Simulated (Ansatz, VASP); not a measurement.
**Two plane-wave programs on Au**

File POSCAR:

```
Au
1.0
    3.0348072020      0.0000000000      0.0000000000
   -1.5174036010      2.6282201326      0.0000000000
    0.0000000000      0.0000000000      4.9863335876
Au
2
Direct
    0.3333333333      0.6666666667      0.7500000000
    0.6666666667      0.3333333333      0.2500000000
```

Contents of INCAR.step1:

```
PREC = Accurate ; ENCUT = 520
ISMEAR = 0 ; SIGMA = 0.15
LREAL = F ; LASPH = T
NELM = 100 ; NBANDS = 18
GGA = PE ; ALGO = Normal
EDIFF = 1E-4 ; LWAVE = T
LCHARG = F
```

File INCAR.step2:

```
PREC = Accurate ; ENCUT = 520
EDIFF = 1E-7 ; ISMEAR = 0
SIGMA = 0.15 ; LREAL = F
LASPH = T ; NELM = 100
ALGO = Normal ; ISIF = 2
LWAVE = F ; LCHARG = F
METAGGA = R2SCAN ; LMIXTAU = T
NBANDS = 18 ; ISTART = 1
```

Contents of KPOINTS:

```
regular mesh
0
Gamma
  24 24 12
```

Input for Ansatz:

```yaml
crystal:
  lattice:
    - [3.034807202, 0.0, 0.0]
    - [-1.517403601, 2.6282201326, 0.0]
    - [0.0, 0.0, 4.9863335876]
  atoms:
    - { symbol: Au, position: [0.3333333333, 0.6666666667, 0.75] }
    - { symbol: Au, position: [0.6666666667, 0.3333333333, 0.25] }
basis:
  ecutwfc: 500
kpoints:
  mp_grid: { grid: [24, 24, 12] }
hamiltonian:
  xc: r2scan
scf:
  occupations: { method: gaussian, width: 0.15 }
output:
  forces: true
  stress: true
  eigenvalues: true
```

Change from the starting cell: strain +0.050 along x and y, +0.025 along z, atoms carried along.

Alike in both runs: task single point; functional r2SCAN; k mesh 24 × 24 × 12; occupations gaussian, width 0.15 eV; no spin polarisation.

```csv
,VASP,Ansatz
version,VASP 6.6.1,Ansatz 0.2.0
potentials or method,"VASP PAW PBE potentials, release 64 (Au), cutoff 520 eV","scalar-relativistic, plane waves, PAW"
valence electrons in the cell,22,38
```

VASP gave:

* gap on the k mesh at the Fermi level (eV): none
* pressure (GPa): -12.9
* traceless stress, the component that is largest in VASP (GPa): 0.75

**Question.** Which values does Ansatz return?

**Answer.** gap on the k mesh at the Fermi level (eV): none; pressure (GPa): -13.0; traceless stress, the component that is largest in VASP (GPa): 0.75.

VASP's potentials were made for PBE, not for r2SCAN. A gap of «none» marks a metal or a gap that the smearing closes. The functional is the same, so the differences come from potentials, cutoffs and numerics. VASP's potentials hold 22 valence electrons a cell and Ansatz's 38, so a difference there can come from the potentials and not from the codes.

Spin-orbit coupling is off throughout.
